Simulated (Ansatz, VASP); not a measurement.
**Two plane-wave programs on Al2O3**

```
Al O
1.0
     2.52154    1.45581    3.97580
    -2.52154    1.45581    3.97580
     0.00000   -2.91162    3.97580
Al O
4 6
Direct
  0.84832 0.84832 0.84832
  0.65168 0.65168 0.65168
  0.15168 0.15168 0.15168
  0.34832 0.34832 0.34832
  0.05616 0.44384 0.75000
  0.75000 0.05616 0.44384
  0.44384 0.75000 0.05616
  0.94384 0.55616 0.25000
  0.25000 0.94384 0.55616
  0.55616 0.25000 0.94384
```

Alike in both runs: task single point; functional PBE; k mesh 6 × 6 × 6; occupations gaussian, width 0.05 eV; no spin polarisation.

|  | VASP | Ansatz |
| --- | --- | --- |
| version | VASP 6.6.1 | Ansatz 0.2.0 |
| potentials or method | VASP PAW PBE potentials, release 64 (Al, O), cutoff 520 eV | scalar-relativistic, plane waves, PAW |
| valence electrons in the cell | 48 | 48 |

|  | VASP | Ansatz | Ansatz less VASP |
| --- | --- | --- | --- |
| gap on the k mesh at the Fermi level (eV) | 4.60 | 4.61 | +0.011 |
| least direct gap on the mesh (eV) | 4.60 | 4.61 | +0.011 |
| pressure (GPa) | 1.2 | 1.2 | +0.01 |
| traceless stress, the component that is largest in VASP (GPa) | 39.34 | 39.32 | -0.011 |
| rms of the force components (eV/Å) | 0.932 | 0.926 | -0.0060 |

Atom by atom the forces differ by 0.009 eV/Å (rms over components). With one functional, cell and mesh, what is left measures potentials, basis and numerics.
